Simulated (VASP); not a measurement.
# Ir (R-3m) in VASP: single point with PBEsol

Aim: the single point of Ir with PBEsol.

Everything below comes from runs of VASP 6.6.1. Logs are shortened: lines on timing, memory, paths and dates and some standing lists are left out, and cuts for length are marked.

**1. The cell of the first run**

Symmetry: R-3m, No. 166, trigonal system. The conventional cell has a = 2.715 Å, b = 2.715 Å, c = 13.300 Å, α = 90.00°, β = 90.00°, γ = 120.00°. Ir (site symmetry 3m) has 12 Ir at 2.67 to 2.76 Å within 3.5 Å.

**2. Single point, PBEsol (atoms displaced along a vibrational mode)**

File INCAR:

```
PREC     = Accurate       # precision mode
ENCUT    = 520            # plane-wave cutoff, eV
EDIFF    = 1E-7           # SCF threshold, eV
ISMEAR   = 0              # smearing method
SIGMA    = 0.15           # smearing width, eV
LREAL    = False          # projectors in reciprocal space
LASPH    = True           # aspherical terms in the spheres
NELM     = 100            # most SCF steps
ALGO     = Fast           # electronic algorithm
ISIF     = 2              # what is computed and relaxed
LWAVE    = False          # write WAVECAR
LCHARG   = True           # write CHGCAR
GGA      = PS             # functional
LVHAR    = True         
ISYM     = 0            
NBANDS   = 16             # bands
KPAR     = 4
```

File KPOINTS:

```
regular mesh
0
Gamma
  24 24 20
```

File POSCAR:

```
Ir
1.0
    0.0000000000     -1.9197000000     -1.9197000000
   -1.9197000000      0.0000000000     -1.9197000000
    1.9197000000      1.9197000000     -3.8394000000
Ir
2
Direct
    0.5022536143      0.5022536143      0.4932331195
   -0.0022536143     -0.0022536143      0.0067668805
```

Potentials or basis: VASP PAW PBE potentials, release 64 (Ir).

The run is started by

```console
$ cat potpaw_PBE.64/Ir/POTCAR > POTCAR
$ mpirun -np 4 vasp_std > vasp.out
```

OUTCAR:

```text
PREC = Accurate
   ENCUT = 520
   EDIFF = 1E-7
   ISMEAR = 0
   LREAL = False
   LASPH = True
   NELM = 100
   ISIF = 2
   GGA = PS
   ISYM = 0

 ion  position               nearest neighbor table
   1  0.502  0.502  0.493-   2 2.67   2 2.67   2 2.67   2 2.76   2 2.76   2 2.76
   2  0.998  0.998  0.007-   1 2.67   1 2.67   1 2.67   1 2.76   1 2.76   1 2.76

IMPORTANT INFORMATION: All symmetrisations will be switched off!
NOSYMM: (Re-)initialisation of all symmetry stuff for point group C_1.

----------------------------------------------------------------------------------------

                                     Primitive cell

  volume of cell :      28.2983

  direct lattice vectors                    reciprocal lattice vectors
     0.000000000 -1.919700000 -1.919700000     0.130228682 -0.390686045 -0.130228682
    -1.919700000  0.000000000 -1.919700000    -0.390686045  0.130228682 -0.130228682
     1.919700000  1.919700000 -3.839400000     0.130228682  0.130228682 -0.130228682

  length of vectors
     2.714865776  2.714865776  4.702285459     0.431919674  0.431919674  0.225562693

  position of ions in fractional coordinates (direct lattice)
     0.502253614  0.502253614  0.493233119
     0.997746386  0.997746386  0.006766881

  ion indices of the primitive-cell ions
   primitive index   ion index
                 1           1
                 2           2

----------------------------------------------------------------------------------------

 KPOINTS: regular mesh

Automatic generation of k-mesh.
 Grid dimensions read from file:
 generate k-points for:   24   24   20

 Generating k-lattice:

  Cartesian coordinates                     Fractional coordinates (reciprocal lattice)
     0.005426195 -0.016278585 -0.005426195     0.041666667  0.000000000 -0.000000000
    -0.016278585  0.005426195 -0.005426195     0.000000000  0.041666667 -0.000000000
     0.006511434  0.006511434 -0.006511434     0.000000000  0.000000000  0.050000000

  Length of vectors
     0.017996653  0.017996653  0.011278135

  Shift w.r.t. Gamma in fractional coordinates (k-lattice)
     0.000000000  0.000000000  0.000000000

 -----------------------------------------------------------------------------
|                                                                             |
|           W    W    AA    RRRRR   N    N  II  N    N   GGGG   !!!           |
|           W    W   A  A   R    R  NN   N  II  NN   N  G    G  !!!           |
|           W    W  A    A  R    R  N N  N  II  N N  N  G       !!!           |
|           W WW W  AAAAAA  RRRRR   N  N N  II  N  N N  G  GGG   !            |
|           WW  WW  A    A  R   R   N   NN  II  N   NN  G    G                |
|           W    W  A    A  R    R  N    N  II  N    N   GGGG   !!!           |
|                                                                             |
|     Your reciprocal lattice and k-lattice belong to different lattice       |
|     classes:                                                                |
|                                                                             |
|        The reciprocal lattice is rhombohedral (trigonal),                   |
|        whereas your k-lattice is base-centered monoclinic.                  |
|                                                                             |
|     Results are often still useful ...                                      |
|                                                                             |
 -----------------------------------------------------------------------------

 WARNING: IBZKPT: internal override: KBLOWUP is changed to .FALSE.
      ... skipping the blow-up phase ...

 Subroutine IBZKPT returns following result:
 ===========================================

 Found   5764 irreducible k-points:

 Following reciprocal coordinates:
            Coordinates               Weight
  0.000000  0.000000  0.000000      1.000000
  0.041667  0.000000  0.000000      2.000000
  0.083333  0.000000  0.000000      2.000000
  0.125000  0.000000 -0.000000      2.000000
  0.166667  0.000000  0.000000      2.000000
  0.208333  0.000000  0.000000      2.000000
[... 16 lines left out ...]
  0.375000  0.041667 -0.000000      2.000000
  0.416667  0.041667 -0.000000      2.000000
 [... further k-points ...]
   k-points           NKPTS =   5764   k-points in BZ     NKDIM =   5764   number of bands    NBANDS=     16
   number of dos      NEDOS =    301   number of ions     NIONS =      2
   total plane-waves  NPLWV =  14400
   dimension x,y,z NGX =    20 NGY =   20 NGZ =   36
   dimension x,y,z NGXF=    40 NGYF=   40 NGZF=   72
   ions per type =               2
   NGX,Y,Z   is equivalent  to a cutoff of  12.25, 12.25, 12.73 a.u.
   NGXF,Y,Z  is equivalent  to a cutoff of  24.49, 24.49, 25.46 a.u.
 SYSTEM =  unknown system
   PREC   = accura    normal or accurate (medium, high low for compatibility)
   ISTART =      0    job   : 0-new  1-cont  2-samecut
   ICHARG =      2    charge: 1-file 2-atom 10-const
   ISPIN  =      1    spin polarized calculation?
   LNONCOLLINEAR =      F non collinear calculations
   LSORBIT =      F    spin-orbit coupling
   LASPH  =      T    aspherical Exc in radial PAW
   ENCUT  =  520.0 eV  38.22 Ry    6.18 a.u.   5.05  5.05  8.74*2*pi/ulx,y,z
   NELM   =    100;   NELMIN=  2; NELMDL= -5     # of ELM steps
   EDIFF  = 0.1E-06   stopping-criterion for ELM
   LREAL  =      F    real-space projection
   EDIFFG = 0.1E-05   stopping-criterion for IOM
   NSW    =      0    number of steps for IOM
   IBRION =     -1    ionic relax: 0-MD 1-quasi-New 2-CG
   NFREE  =      0    steps in history (QN), initial steepest desc. (CG)
   ISIF   =      2    stress and relaxation
   ISYM   =      0    0-nonsym 1-usesym 2-fastsym
   POTIM  = 0.5000    time-step for ionic-motion
   TEBEG  =    0.0;   TEEND  =   0.0 temperature during run
   PSTRESS=    0.0 pullay stress
   NELECT =      18.0000    total number of electrons
   NUPDOWN=      -1.0000    fix difference up-down
   EMIN   =  10.00;   EMAX   =-10.00  energy-range for DOS
   EFERMI =   0.00;   METHOD = LEGACY
   ISMEAR =     0;   SIGMA  =   0.15  broadening in eV -4-tet -1-fermi 0-gaus
   EFERMI_NEDOS =   21; number of points for ismear=-14 and -15
   IALGO  =     68    algorithm
   IMIX   =      4    mixing-type and parameters
     AMIX     =   0.40;   BMIX     =  1.00
     AMIX_MAG =   1.60;   BMIX_MAG =  1.00
  volume/ion in A,a.u.               =      14.15        95.48
  Fermi-wavevector in a.u.,A,eV,Ry     =   1.407923  2.660589 26.970118  1.982248
  Thomas-Fermi vector in A             =   2.530133
   LORBIT       =      0    0 simple, 1 ext, 2 COOP (PROOUT), +10 PAW based schemes
   GGA     = PS    functional components
   LHFCALC =     F    Hartree Fock is set to
   AEXX    =    0.0000 exact exchange contribution
   IVDW    =     0    specifies the selected vdW correction
   LEPSILON=     F    determine dielectric tensor
   LRPA    =     F    only Hartree local field effects (RPA)
 non-spin polarized calculation
 RMM-DIIS sequential band-by-band and
 Gauss-broadening in eV      SIGMA  =   0.15
  energy-cutoff  :      520.00
  volume of cell :       28.30
 maximum number of plane-waves:       780
   NGX = 11   NGY = 11   NGZ = 17

 number of electron      18.0000002 magnetization

 Free energy of the ion-electron system (eV)
  ---------------------------------------------------
  ext. energy  EPLUGINS =         0.00000000
  ---------------------------------------------------
  free energy    TOTEN  =       -19.62304231 eV

  energy without entropy =      -19.60251262  energy(sigma->0) =      -19.61277747

 E-fermi :  10.2433     XC(G=0): -14.0985

 val. band max:       10.2425525870   @ k =  -0.3333   0.0417   0.3500
 cond. band min:      10.2434658168   @ k =  -0.4167   0.4583   0.2000
 fundamental gap:      0.0009132298
 Fermi energy:        10.2433090007

 k-point     1 :       0.0000    0.0000    0.0000
  band No.  band energies     occupation
      1      -0.9475      2.00000
      2       2.0900      2.00000
      3       6.2291      2.00000
      4       6.2291      2.00000
      5       6.3228      2.00000
      6       6.3229      2.00000
[... 8 lines left out ...]
     15      24.6146      0.00000
     16      30.0340      0.00000

 k-point     2 :       0.0417    0.0000    0.0000
  band No.  band energies     occupation
      1      -0.8762      2.00000
      2       2.1554      2.00000
      3       6.1644      2.00000
      4       6.2757      2.00000
      5       6.2833      2.00000
      6       6.3604      2.00000
[... 8 lines left out ...]
     15      24.7356      0.00000
     16      29.8095      0.00000

 k-point     3 :       0.0833    0.0000    0.0000
  band No.  band energies     occupation
      1      -0.6651      2.00000
      2       2.3472      2.00000
      3       5.9908      2.00000
      4       6.1380      2.00000
      5       6.4414      2.00000
      6       6.4718      2.00000
[... 8 lines left out ...]
     15      25.0880      0.00000
     16      29.0176      0.00000

 k-point     4 :       0.1250    0.0000   -0.0000
  band No.  band energies     occupation
      1      -0.3231      2.00000
      2       2.6504      2.00000
      3       5.7401      2.00000
      4       5.9291      2.00000
      5       6.6318      2.00000
      6       6.6566      2.00000
[... 8 lines left out ...]
     15      25.6400      0.00000
     16      28.1525      0.00000
[... 324 lines left out ...]
 k-point    22 :       0.3333    0.0417    0.0000
  band No.  band energies     occupation
      1       2.2638      2.00000
      2       3.9151      2.00000
      3       4.7442      2.00000
      4       5.0116      2.00000
      5       6.0804      2.00000
      6       6.5231      2.00000
[... 8 lines left out ...]
     15      24.6996      0.00000
     16      27.9106      0.00000

 k-point    23 :       0.3750    0.0417   -0.0000
  band No.  band energies     occupation
      1       2.7444      2.00000
      2       3.7929      2.00000
      3       4.6195      2.00000
      4       4.9219      2.00000
      5       6.2658      2.00000
      6       6.3113      2.00000
[... 8 lines left out ...]
     15      23.5171      0.00000
     16      27.5406      0.00000

 k-point    24 :       0.4167    0.0417   -0.0000
  band No.  band energies     occupation
      1       3.0561      2.00000
      2       3.6541      2.00000
      3       4.5479      2.00000
      4       4.8464      2.00000
      5       6.1852      2.00000
      6       6.4881      2.00000
[... 8 lines left out ...]
     15      22.8476      0.00000
     16      27.0887      0.00000

 [... further k-points ...]

------------------------ aborting loop because EDIFF is reached ----------------------------------------

  FORCE on cell =-STRESS in cart. coord.  units (eV):
  Direction    XX          YY          ZZ          XY          YZ          ZX
  --------------------------------------------------------------------------------------
  -------------------------------------------------------------------------------------
  Total       -0.1615707     -0.1615702     -0.1628807      0.0454203     -0.0444092     -0.0444088
  in kB       -9.1477244     -9.1476994     -9.2218963      2.5715807     -2.5143383     -2.5143137
  external PRESSURE =      -9.1724400 kB  Pullay stress =       0.0000000 kB

 VOLUME and BASIS-vectors are now :
 -----------------------------------------------------------------------------
  energy-cutoff  :      520.00
  volume of cell :       28.30
      direct lattice vectors                 reciprocal lattice vectors
     0.000000000 -1.919700000 -1.919700000     0.130228682 -0.390686045 -0.130228682
    -1.919700000  0.000000000 -1.919700000    -0.390686045  0.130228682 -0.130228682
     1.919700000  1.919700000 -3.839400000     0.130228682  0.130228682 -0.130228682

 POSITION                                       TOTAL-FORCE (eV/Angst)
 -----------------------------------------------------------------------------------
     -0.01732     -0.01732     -3.82207         0.489266      0.489266     -0.489515
     -1.90238     -1.90238     -3.85673        -0.489266     -0.489266      0.489515
 -----------------------------------------------------------------------------------
    total drift:                                0.000000      0.000000     -0.000000

  FREE ENERGIE OF THE ION-ELECTRON SYSTEM (eV)
  ---------------------------------------------------
  free  energy   TOTEN  =       -19.6230423056 eV

  energy  without entropy=      -19.6025126247  energy(sigma->0) =      -19.61277747
```

It took 21 min on 4 MPI ranks of Oxide Virtual Turin-like, shared host; peak memory 2 GiB.

What came out:

- Free energy: -19.6230 eV
- Pressure: -0.9 GPa
- Largest force: 0.848 eV/Å
- Band gap on the k mesh: zero (bands 9 and 10 overlap by 2.81 eV)

Forces on the atoms (eV/Å):
```
Ir   0.489  0.489 -0.490
Ir  -0.489 -0.489  0.490
```

Caveat: the cell differs from its parent crystal (atoms displaced along a vibrational mode); the PAW data sets were made with another functional, which shifts forces and pressure a little; spin-orbit coupling is left out, which moves the levels of the heavy elements.
